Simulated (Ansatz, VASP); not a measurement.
**One calculation of AgB2, two programs**

The input INCAR:

```
SYSTEM = AgB2
ALGO = Normal
EDIFF = 1E-8
ENCUT = 520
GGA = PS
ISIF = 2
ISMEAR = -1
LASPH = .True.
LCHARG = .False.
LEFG = .True.
LREAL = .False.
LWAVE = .False.
NBANDS = 16
NELM = 60
PREC = Accurate
SIGMA = 0.05
```

The input KPOINTS:

```
k-points
0
Gamma
  16 16 13
  0 0 0
```

POSCAR

```
AgB2
1.0
    2.9594561075      0.0000000000      0.0000000000
   -1.4797280538      2.5629641705      0.0000000000
    0.0000000000      0.0000000000      3.1962108483
Ag B
1 2
Direct
    0.0000000000      0.0000000000      0.0000000000
    0.3333333333      0.6666666667      0.5000000000
    0.6666666667      0.3333333333      0.5000000000
```

Input for Ansatz:

```yaml
crystal:
  lattice:
    - [2.9594561075, 0.0, 0.0]
    - [-1.4797280538, 2.5629641705, 0.0]
    - [0.0, 0.0, 3.1962108483]
  atoms:
    - { symbol: Ag, position: [0.0, 0.0, 0.0] }
    - { symbol: B, position: [0.3333333333, 0.6666666667, 0.5] }
    - { symbol: B, position: [0.6666666667, 0.3333333333, 0.5] }
kpoints:
  mp_grid: { grid: [16, 16, 13] }
scf:
  occupations: { method: fermi_dirac, width: 0.05 }
hamiltonian:
  xc: pbesol
  pseudopotentials: { kind: paw }
output:
  forces: true
  stress: true
  eigenvalues: true
  efg: { contact_densities: true }
  write_density: true
  write_potential: true
  elf: true
  volumetric_format: npy
```

Change from the starting cell: volume scaled by 0.96, PAW files.

Alike in both runs: task electric field gradients; functional PBEsol; k mesh 16 × 16 × 13; occupations fermi-dirac, width 0.05 eV; no spin polarisation.

|  | VASP | Ansatz |
| --- | --- | --- |
| version | VASP 6.6.1 | Ansatz 0.2.0 |
| potentials or method | VASP PAW PBE potentials, release 64 (Ag, B) | PAW with Ansatz's default frozen-core files, scalar-relativistic |
| plane-wave cutoff (eV) | 520 | 420 |
| valence electrons in the cell | 17 | 25 |

|  | VASP | Ansatz | Ansatz less VASP |
| --- | --- | --- | --- |
| pressure (GPa) | 63.1 | 63.0 | -0.06 |
| traceless stress, the component that is largest in VASP (GPa) | 20.86 | 21.02 | +0.161 |
| size of Vzz on the site where it differs most (V/Å²) | 30.6 | 27.3 | -3.38 |

VASP's potentials were made for PBE, not for PBEsol. Both programs put the cell under a high pressure, so it lies far from rest at this level. VASP's potentials hold 17 valence electrons a cell and Ansatz's 25, so a difference there can come from the potentials and not from the codes.

Noted on VASP's run: the cell as given lies far from equilibrium.
